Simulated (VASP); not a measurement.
# Pd (Im-3m) in VASP: further runs

Runs on Pd. Level: PBE. Tasks: single point.

All numbers are computed with VASP 6.6.1; they aren't measurements. Logs are shortened: lines on timing, memory, paths and dates and some standing lists are left out, and cuts for length are marked.

### Step 1. The cell of the first run

The structure is cubic, space group Im-3m (No. 229). The conventional cell has a = 2.852 Å, b = 2.852 Å, c = 2.852 Å, α = 90.00°, β = 90.00°, γ = 90.00°. Pd (site symmetry m-3m) has 14 Pd at 2.47 to 2.85 Å within 3.3 Å.

### Step 2. Single point, PBE (volume scaled by 0.75)

INCAR reads:

```
  ALGO = Normal
  EDIFF = 1E-6
  ENCUT = 520
  GGA = PE
  ISIF = 2
  ISMEAR = -1
  LASPH = True
  LCHARG = True
  LELF = True
  LREAL = False
  LVHAR = True
  LWAVE = False
  NBANDS = 11
  NELM = 80
  PREC = Accurate
  SIGMA = 0.08
```

KPOINTS reads:

```
k-points
0
Gamma
  19 19 19
```

POSCAR reads:

```
Pd
1.0
   -1.4261177557      1.4261177557      1.4261177557
    1.4261177557     -1.4261177557      1.4261177557
    1.4261177557      1.4261177557     -1.4261177557
Pd
1
Direct
    0.0000000000      0.0000000000      0.0000000000
```

Potentials or basis: VASP PAW PBE potentials, release 64 (Pd).

Command:

```bash
> cat potpaw_PBE.64/Pd/POTCAR > POTCAR
> mpirun -np 1 vasp_std > vasp.out
```

OUTCAR:

```text
EDIFF = 1E-6
   ENCUT = 520
   GGA = PE
   ISIF = 2
   ISMEAR = -1
   LASPH = True
   LREAL = False
   NELM = 80
   PREC = Accurate

 ion  position               nearest neighbor table
   1  0.000  0.000  0.000-

  LATTYP: Found a body centered cubic cell.
 ALAT       =     2.8522355114

  Lattice vectors:

 A1 = (  -1.4261177557,   1.4261177557,   1.4261177557)
 A2 = (   1.4261177557,  -1.4261177557,   1.4261177557)
 A3 = (   1.4261177557,   1.4261177557,  -1.4261177557)

Analysis of symmetry for initial positions (statically):
=====================================================================
 Subroutine PRICEL returns:
 Original cell was already a primitive cell.

 Routine SETGRP: Setting up the symmetry group for a
 body centered cubic supercell.

 Subroutine GETGRP returns: Found 48 space group operations
 (whereof 48 operations were pure point group operations)
 out of a pool of 48 trial point group operations.

The static configuration has the point symmetry O_h .

Analysis of symmetry for dynamics (positions and initial velocities):
=====================================================================
 Subroutine PRICEL returns:
 Original cell was already a primitive cell.

 Routine SETGRP: Setting up the symmetry group for a
 body centered cubic supercell.

 Subroutine GETGRP returns: Found 48 space group operations
 (whereof 48 operations were pure point group operations)
 out of a pool of 48 trial point group operations.

The dynamic configuration has the point symmetry O_h .

 Subroutine INISYM returns: Found 48 space group operations
 (whereof 48 operations are pure point group operations),
 and found     1 'primitive' translations

----------------------------------------------------------------------------------------

                                     Primitive cell

  volume of cell :      11.6018

  direct lattice vectors                    reciprocal lattice vectors
    -1.426117756  1.426117756  1.426117756     0.000000000  0.350602184  0.350602184
     1.426117756 -1.426117756  1.426117756     0.350602184  0.000000000  0.350602184
     1.426117756  1.426117756 -1.426117756     0.350602184  0.350602184  0.000000000

  length of vectors
     2.470108410  2.470108410  2.470108410     0.495826364  0.495826364  0.495826364

  position of ions in fractional coordinates (direct lattice)
     0.000000000  0.000000000  0.000000000

  ion indices of the primitive-cell ions
   primitive index   ion index
                 1           1

----------------------------------------------------------------------------------------

 KPOINTS: k-points

Automatic generation of k-mesh.
 Grid dimensions read from file:
 generate k-points for:   19   19   19

 Generating k-lattice:

  Cartesian coordinates                     Fractional coordinates (reciprocal lattice)
     0.000000000  0.018452747  0.018452747     0.052631579  0.000000000  0.000000000
     0.018452747  0.000000000  0.018452747     0.000000000  0.052631579  0.000000000
     0.018452747  0.018452747  0.000000000     0.000000000  0.000000000  0.052631579

  Length of vectors
     0.026096124  0.026096124  0.026096124

  Shift w.r.t. Gamma in fractional coordinates (k-lattice)
     0.000000000  0.000000000  0.000000000

 Subroutine IBZKPT returns following result:
 ===========================================

 Found    220 irreducible k-points:

 Following reciprocal coordinates:
            Coordinates               Weight
  0.000000  0.000000  0.000000      1.000000
  0.052632  0.000000  0.000000     12.000000
  0.105263  0.000000  0.000000     12.000000
  0.157895  0.000000  0.000000     12.000000
  0.210526  0.000000  0.000000     12.000000
  0.263158  0.000000  0.000000     12.000000
[... 16 lines left out ...]
  0.263158  0.105263  0.000000     48.000000
  0.315789  0.105263  0.000000     48.000000
 [... further k-points ...]
   k-points           NKPTS =    220   k-points in BZ     NKDIM =    220   number of bands    NBANDS=     11
   number of dos      NEDOS =    301   number of ions     NIONS =      1
   total plane-waves  NPLWV =   5832
   dimension x,y,z NGX =    18 NGY =   18 NGZ =   18
   dimension x,y,z NGXF=    36 NGYF=   36 NGZF=   36
   ions per type =               1
   NGX,Y,Z   is equivalent  to a cutoff of  12.11, 12.11, 12.11 a.u.
   NGXF,Y,Z  is equivalent  to a cutoff of  24.23, 24.23, 24.23 a.u.
 SYSTEM =  unknown system
   PREC   = accura    normal or accurate (medium, high low for compatibility)
   ISTART =      0    job   : 0-new  1-cont  2-samecut
   ICHARG =      2    charge: 1-file 2-atom 10-const
   ISPIN  =      1    spin polarized calculation?
   LNONCOLLINEAR =      F non collinear calculations
   LSORBIT =      F    spin-orbit coupling
   LASPH  =      T    aspherical Exc in radial PAW
   ENCUT  =  520.0 eV  38.22 Ry    6.18 a.u.   4.59  4.59  4.59*2*pi/ulx,y,z
   NELM   =     80;   NELMIN=  2; NELMDL= -5     # of ELM steps
   EDIFF  = 0.1E-05   stopping-criterion for ELM
   LREAL  =      F    real-space projection
   EDIFFG = 0.1E-04   stopping-criterion for IOM
   NSW    =      0    number of steps for IOM
   IBRION =     -1    ionic relax: 0-MD 1-quasi-New 2-CG
   NFREE  =      0    steps in history (QN), initial steepest desc. (CG)
   ISIF   =      2    stress and relaxation
   ISYM   =      2    0-nonsym 1-usesym 2-fastsym
   POTIM  = 0.5000    time-step for ionic-motion
   TEBEG  =    0.0;   TEEND  =   0.0 temperature during run
   PSTRESS=    0.0 pullay stress
   NELECT =      10.0000    total number of electrons
   NUPDOWN=      -1.0000    fix difference up-down
   EMIN   =  10.00;   EMAX   =-10.00  energy-range for DOS
   EFERMI =   0.00;   METHOD = LEGACY
   ISMEAR =    -1;   SIGMA  =   0.08  broadening in eV -4-tet -1-fermi 0-gaus
   EFERMI_NEDOS =   21; number of points for ismear=-14 and -15
   IALGO  =     38    algorithm
   IMIX   =      4    mixing-type and parameters
     AMIX     =   0.40;   BMIX     =  1.00
     AMIX_MAG =   1.60;   BMIX_MAG =  1.00
  volume/ion in A,a.u.               =      11.60        78.29
  Fermi-wavevector in a.u.,A,eV,Ry     =   1.557995  2.944184 33.026088  2.427349
  Thomas-Fermi vector in A             =   2.661564
   LORBIT       =      0    0 simple, 1 ext, 2 COOP (PROOUT), +10 PAW based schemes
   GGA     = PE    functional components
   LHFCALC =     F    Hartree Fock is set to
   AEXX    =    0.0000 exact exchange contribution
   IVDW    =     0    specifies the selected vdW correction
   LEPSILON=     F    determine dielectric tensor
   LRPA    =     F    only Hartree local field effects (RPA)
 non-spin polarized calculation
  energy-cutoff  :      520.00
  volume of cell :       11.60
 maximum number of plane-waves:       325
   NGX =  9   NGY =  9   NGZ =  9

 number of electron      10.0000000 magnetization

 Free energy of the ion-electron system (eV)
  ---------------------------------------------------
  ext. energy  EPLUGINS =         0.00000000
  ---------------------------------------------------
  free energy    TOTEN  =        -4.28806012 eV

  energy without entropy =       -4.26761745  energy(sigma->0) =       -4.27783879

 E-fermi :  14.4117     XC(G=0): -14.7321

 val. band max:       14.4040363499   @ k =  -0.4211   0.4211   0.3684
 cond. band min:      14.4145730957   @ k =  -0.2632   0.2632   0.1579
 fundamental gap:      0.0105367458
 Fermi energy:        14.4116722763

 k-point     1 :       0.0000    0.0000    0.0000
  band No.  band energies     occupation
      1       5.2869      2.00000
      2      10.1325      2.00000
      3      10.1325      2.00000
      4      10.1325      2.00000
      5      12.9752      2.00000
      6      12.9752      2.00000
      7      34.0149      0.00000
      8      34.0149      0.00000
      9      34.0149      0.00000
     10      39.7560      0.00000
     11      45.7135      0.00000

 k-point     2 :       0.0526    0.0000    0.0000
  band No.  band energies     occupation
      1       5.4206      2.00000
      2      10.0767      2.00000
      3      10.1324      2.00000
      4      10.2414      2.00000
      5      12.9031      2.00000
      6      12.9789      2.00000
      7      34.0766      0.00000
      8      34.1043      0.00000
      9      34.2117      0.00000
     10      39.7531      0.00000
     11      44.5166      0.00000

 k-point     3 :       0.1053    0.0000    0.0000
  band No.  band energies     occupation
      1       5.8040      2.00000
      2       9.9185      2.00000
      3      10.1284      2.00000
      4      10.5629      2.00000
      5      12.7286      2.00000
      6      12.9917      2.00000
      7      34.1899      0.00000
      8      34.2539      0.00000
      9      34.7879      0.00000
     10      39.7425      0.00000
     11      42.9345      0.00000

 k-point     4 :       0.1579    0.0000    0.0000
  band No.  band energies     occupation
      1       6.3721      2.00000
      2       9.6824      2.00000
      3      10.1314      2.00000
      4      11.0812      2.00000
      5      12.5536      2.00000
      6      13.0181      2.00000
      7      34.1235      0.00000
      8      34.1331      0.00000
      9      35.7026      0.00000
     10      39.7219      0.00000
     11      41.8797      0.00000
[... 239 lines left out ...]
 k-point    22 :       0.2105    0.1053   -0.0000
  band No.  band energies     occupation
      1       7.6582      2.00000
      2       9.1851      2.00000
      3      10.0997      2.00000
      4      12.3276      2.00000
      5      13.1411      2.00000
      6      13.4903      1.99998
      7      31.8547      0.00000
      8      32.7230      0.00000
      9      37.3942      0.00000
     10      38.6995      0.00000
     11      39.8888      0.00000

 k-point    23 :       0.2632    0.1053    0.0000
  band No.  band energies     occupation
      1       7.6546      2.00000
      2       8.9205      2.00000
      3      10.8080      2.00000
      4      12.4781      2.00000
      5      13.3817      1.99999
      6      14.4702      0.64994
      7      29.9262      0.00000
      8      31.7860      0.00000
      9      36.7782      0.00000
     10      39.0783      0.00000
     11      39.8114      0.00000

 k-point    24 :       0.3158    0.1053    0.0000
  band No.  band energies     occupation
      1       7.4699      2.00000
      2       8.7098      2.00000
      3      11.6068      2.00000
      4      12.7015      2.00000
      5      13.5684      1.99995
      6      15.6371      0.00000
      7      27.8977      0.00000
      8      30.9485      0.00000
      9      35.4843      0.00000
     10      39.7512      0.00000
     11      40.3577      0.00000

 [... further k-points ...]

------------------------ aborting loop because EDIFF is reached ----------------------------------------

  FORCE on cell =-STRESS in cart. coord.  units (eV):
  Direction    XX          YY          ZZ          XY          YZ          ZX
  --------------------------------------------------------------------------------------
  -------------------------------------------------------------------------------------
  Total        7.3086717      7.3086717      7.3086717     -0.0000000     -0.0000000      0.0000000
  in kB     1009.3060618   1009.3060618   1009.3060618     -0.0000000     -0.0000000      0.0000000
  external PRESSURE =    1009.3060618 kB  Pullay stress =       0.0000000 kB

 VOLUME and BASIS-vectors are now :
 -----------------------------------------------------------------------------
  energy-cutoff  :      520.00
  volume of cell :       11.60
      direct lattice vectors                 reciprocal lattice vectors
    -1.426117756  1.426117756  1.426117756     0.000000000  0.350602184  0.350602184
     1.426117756 -1.426117756  1.426117756     0.350602184  0.000000000  0.350602184
     1.426117756  1.426117756 -1.426117756     0.350602184  0.350602184  0.000000000

 POSITION                                       TOTAL-FORCE (eV/Angst)
 -----------------------------------------------------------------------------------
      0.00000      0.00000      0.00000         0.000000     -0.000000     -0.000000
 -----------------------------------------------------------------------------------
    total drift:                                0.000000      0.000000      0.000000

  FREE ENERGIE OF THE ION-ELECTRON SYSTEM (eV)
  ---------------------------------------------------
  free  energy   TOTEN  =        -4.2880601220 eV

  energy  without entropy=       -4.2676174545  energy(sigma->0) =       -4.27783879
```

Run time: 18 s. Hardware: 1 thread of Intel Xeon Platinum 8259CL at 2.50GHz (Skylake/Cascade Lake), shared host; peak memory 0.14 GiB.

Results:

* Free energy: -4.2881 eV
* Pressure: 100.9 GPa
* Band gap on the k mesh: zero (band 5 reaches 15.34 eV, above the bottom of band 6 at 12.83 eV)

### Step 3. Single point, PBE (volume scaled by 0.75)

INCAR reads:

```
SYSTEM = Pd
PREC = Accurate
ENCUT = 520
EDIFF = 1E-6
ISMEAR = -1
SIGMA = 0.08
LREAL = .False.
LASPH = .True.
NELM = 60
ALGO = Normal
ISIF = 2
LWAVE = .False.
LCHARG = .False.
GGA = PE
NBANDS = 11
```

KPOINTS reads:

```
regular mesh
0
Gamma
  19 19 19
  0 0 0
```

POSCAR is that of step 2.

Potentials or basis: VASP PAW PBE potentials, release 64 (Pd).

Command:

```bash
> cat potpaw_PBE.64/Pd/POTCAR > POTCAR
> mpirun -np 1 vasp_std > vasp.out
```

OUTCAR:

```text
SYSTEM = Pd
   PREC = Accurate
   ENCUT = 520
   EDIFF = 1E-6
   ISMEAR = -1
   LREAL = .False.
   LASPH = .True.
   NELM = 60
   ISIF = 2
   GGA = PE

 ion  position               nearest neighbor table
   1  0.000  0.000  0.000-

  LATTYP: Found a body centered cubic cell.
 ALAT       =     2.8522355114

  Lattice vectors:

 A1 = (  -1.4261177557,   1.4261177557,   1.4261177557)
 A2 = (   1.4261177557,  -1.4261177557,   1.4261177557)
 A3 = (   1.4261177557,   1.4261177557,  -1.4261177557)

Analysis of symmetry for initial positions (statically):
=====================================================================
 Subroutine PRICEL returns:
 Original cell was already a primitive cell.

 Routine SETGRP: Setting up the symmetry group for a
 body centered cubic supercell.

 Subroutine GETGRP returns: Found 48 space group operations
[... 9 lines left out ...]

 Routine SETGRP: Setting up the symmetry group for a
 body centered cubic supercell.

 Subroutine GETGRP returns: Found 48 space group operations
[... 11 lines left out ...]
                                     Primitive cell

  volume of cell :      11.6018

[... 132 lines left out ...]

 E-fermi :  14.4117     XC(G=0): -14.7321

 val. band max:       14.4040363499   @ k =  -0.4211   0.4211   0.3684
 cond. band min:      14.4145730957   @ k =  -0.2632   0.2632   0.1579
 fundamental gap:      0.0105367458
 Fermi energy:        14.4116722763

 k-point     1 :       0.0000    0.0000    0.0000
  band No.  band energies     occupation
      1       5.2869      2.00000
      2      10.1325      2.00000
      3      10.1325      2.00000
      4      10.1325      2.00000
      5      12.9752      2.00000
      6      12.9752      2.00000
      7      34.0149      0.00000
      8      34.0149      0.00000
      9      34.0149      0.00000
     10      39.7560      0.00000
     11      45.7135      0.00000
[... 309 lines left out ...]
 k-point    24 :       0.3158    0.1053    0.0000
  band No.  band energies     occupation
      1       7.4699      2.00000
      2       8.7098      2.00000
      3      11.6068      2.00000
      4      12.7015      2.00000
      5      13.5684      1.99995
      6      15.6371      0.00000
      7      27.8977      0.00000
      8      30.9485      0.00000
      9      35.4843      0.00000
     10      39.7512      0.00000
     11      40.3577      0.00000

 [... further k-points ...]
[... 5 lines left out ...]
  --------------------------------------------------------------------------------------
  -------------------------------------------------------------------------------------
  Total        7.3086717      7.3086717      7.3086717     -0.0000000     -0.0000000      0.0000000
  in kB     1009.3060618   1009.3060618   1009.3060618     -0.0000000     -0.0000000      0.0000000
  external PRESSURE =    1009.3060618 kB  Pullay stress =       0.0000000 kB

 VOLUME and BASIS-vectors are now :
 -----------------------------------------------------------------------------
  energy-cutoff  :      520.00
  volume of cell :       11.60
      direct lattice vectors                 reciprocal lattice vectors
    -1.426117756  1.426117756  1.426117756     0.000000000  0.350602184  0.350602184
     1.426117756 -1.426117756  1.426117756     0.350602184  0.000000000  0.350602184
     1.426117756  1.426117756 -1.426117756     0.350602184  0.350602184  0.000000000

 POSITION                                       TOTAL-FORCE (eV/Angst)
 -----------------------------------------------------------------------------------
      0.00000      0.00000      0.00000         0.000000     -0.000000     -0.000000
 -----------------------------------------------------------------------------------
    total drift:                                0.000000      0.000000      0.000000

  FREE ENERGIE OF THE ION-ELECTRON SYSTEM (eV)
  ---------------------------------------------------
  free  energy   TOTEN  =        -4.2880601220 eV

  energy  without entropy=       -4.2676174545  energy(sigma->0) =       -4.27783879
```

It took 17 s on 1 thread of Intel Xeon Platinum 8259CL at 2.50GHz (Skylake/Cascade Lake), shared host; peak memory 0.14 GiB.

What came out:

```
Free energy            : -4.2881 eV
Pressure               : 100.9 GPa
Band gap on the k mesh : zero (band 5 reaches 15.34 eV, above the bottom of band 6 at 12.83 eV)
```

Levels at points of the mesh, in eV from the Fermi level:
| k point | band 1 | band 2 | band 3 | band 4 | band 5 | band 6 | band 7 | band 8 | band 9 | band 10 |
| --- | --- | --- | --- | --- | --- | --- | --- | --- | --- | --- |
| (0.00, 0.00, 0.00) | -9.12 | -4.28 | -4.28 | -4.28 | -1.44 | -1.44 | 19.60 | 19.60 | 19.60 | 25.34 |

(Continued in part 2 of 2.)
